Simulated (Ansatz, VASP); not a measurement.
# Two plane-wave programs on Al2O3

INCAR

```
SYSTEM = Al2O3
PREC     = Accurate       ! precision mode
ENCUT    = 520            ! plane-wave cutoff, eV
EDIFF    = 1E-7           ! SCF threshold, eV
ISMEAR   = 0              ! smearing method
SIGMA    = 0.05           ! smearing width, eV
LREAL    = .False.        ! projectors in reciprocal space
LASPH    = .True.         ! aspherical terms in the spheres
NELM     = 60             ! most SCF steps
ALGO     = Normal         ! electronic algorithm
ISIF     = 2              ! what is computed and relaxed
LWAVE    = .False.        ! write WAVECAR
LCHARG   = .False.        ! write CHGCAR
GGA      = CA             ! functional
NBANDS   = 20             ! bands
```

File KPOINTS:

```
regular mesh
0
Gamma
  12 12 4
  0 0 0
```

POSCAR

```
Al2O3
1.0
    2.9708546968      0.0000000000      0.0000000000
   -1.4854273484      2.5728356383      0.0000000000
    0.0000000000      0.0000000000      9.4768057769
Al O
2 3
Direct
    0.0000000000      0.0000000000      0.1499923300
    0.0000000000      0.0000000000      0.8500076700
    0.3333333333      0.6666666667      0.2223169200
    0.6666666667      0.3333333333      0.0000000000
    0.3333333333      0.6666666667      0.7776830800
```

Input for Ansatz:

```yaml
crystal:
  lattice:
    - [2.9708546968, 0.0, 0.0]
    - [-1.4854273484, 2.5728356383, 0.0]
    - [0.0, 0.0, 9.4768057769]
  atoms:
    - { symbol: Al, position: [0.0, 0.0, 0.14999233] }
    - { symbol: Al, position: [0.0, 0.0, 0.85000767] }
    - { symbol: O, position: [0.3333333333, 0.6666666667, 0.22231692] }
    - { symbol: O, position: [0.6666666667, 0.3333333333, 0.0] }
    - { symbol: O, position: [0.3333333333, 0.6666666667, 0.77768308] }
basis:
  ecutwfc: 420
kpoints:
  mp_grid: { grid: [12, 12, 4] }
hamiltonian:
  xc: lda
scf:
  occupations: { method: gaussian, width: 0.05 }
output:
  forces: true
  stress: true
  eigenvalues: true
```

Change from the starting cell: strain +0.030 along x and y, +0.015 along z, atoms carried along.

Alike in both runs: task single point; functional LDA; k mesh 12 × 12 × 4; occupations gaussian, width 0.05 eV; no spin polarisation.

|  | VASP | Ansatz |
| --- | --- | --- |
| version | VASP 6.6.1 | Ansatz 0.2.0 |
| potentials or method | VASP PAW LDA potentials, release 64 (Al, O), cutoff 520 eV | scalar-relativistic, plane waves, PAW |
| valence electrons in the cell | 24 | 24 |

|  | VASP | Ansatz | Ansatz less VASP |
| --- | --- | --- | --- |
| gap on the k mesh at the Fermi level (eV) | 3.99 | 4.01 | +0.019 |
| least direct gap on the mesh (eV) | 4.20 | 4.22 | +0.016 |
| pressure (GPa) | -15.2 | -15.6 | -0.39 |
| traceless stress, the component that is largest in VASP (GPa) | 6.34 | 6.72 | +0.378 |
| rms of the force components (eV/Å) | 0.460 | 0.465 | +0.0048 |

LDA's correlation is that of Perdew and Zunger in VASP and of Perdew and Wang (1992) in Ansatz. Atom by atom the forces differ by 0.005 eV/Å (rms over components).
